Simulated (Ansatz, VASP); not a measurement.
**One calculation of Sr, two programs**

File INCAR:

```
SYSTEM = Sr
PREC = Accurate
ENCUT = 520
EDIFF = 1E-6
ISMEAR = 1
SIGMA = 0.05
LREAL = .FALSE.
LASPH = .TRUE.
NELM = 80
ALGO = Normal
ISIF = 2
LWAVE = .FALSE.
LCHARG = .FALSE.
GGA = PS
NBANDS = 17
```

File KPOINTS:

```
Automatic mesh
0
G
  11 11 11
  0 0 0
```

The input POSCAR:

```
Sr
1.0
   -2.8100000000      2.8600000000      1.5250000000
    2.8100000000     -2.8600000000      1.5250000000
    2.8100000000      2.8600000000     -1.5250000000
Sr
2
Direct
    0.3750000000      0.1250000000      0.2500000000
    0.6250000000      0.8750000000      0.7500000000
```

Input for Ansatz:

```yaml
crystal:
  lattice:
    - [-2.81, 2.86, 1.525]
    - [2.81, -2.86, 1.525]
    - [2.81, 2.86, -1.525]
  atoms:
    - { symbol: Sr, position: [0.375, 0.125, 0.25] }
    - { symbol: Sr, position: [0.625, 0.875, 0.75] }
kpoints:
  mp_grid:
    grid: [11, 11, 11]
hamiltonian:
  xc: pbesol
  pseudopotentials:
    kind: paw
scf:
  convergence:
    dr2_threshold: 1.0e-09
  occupations:
    method: cold
    width: 0.05
output:
  forces: true
  stress: true
  eigenvalues: true
```

Alike in both runs: task single point; functional PBEsol; k mesh 11 × 11 × 11; no spin polarisation.

```csv
,VASP,Ansatz
version,VASP 6.6.1,Ansatz 0.2.0
potentials or method,"VASP PAW PBE potentials, release 64 (Sr_sv)","plane waves, PAW"
plane-wave cutoff (eV),520,420
occupations,"methfessel-paxton of order 1, width 0.05 eV","cold, width 0.05 eV"
valence electrons in the cell,20,20
```

Ansatz gave:

* gap on the k mesh at the Fermi level (eV): none
* pressure (GPa): 24.7
* traceless stress, the component that is largest in VASP (GPa): -1.67
* rms of the force components (eV/Å): 0.005

**Question.** Which values does VASP return?

**Answer.** gap on the k mesh at the Fermi level (eV): none; pressure (GPa): 25.3; traceless stress, the component that is largest in VASP (GPa): -1.70; rms of the force components (eV/Å): 0.007.

VASP's potentials were made for PBE, not for PBEsol. Atom by atom the forces differ by 0.002 eV/Å (rms over components). A gap of «none» marks a metal or a gap that the smearing closes. Ansatz's warnings: stress scf threshold loose.
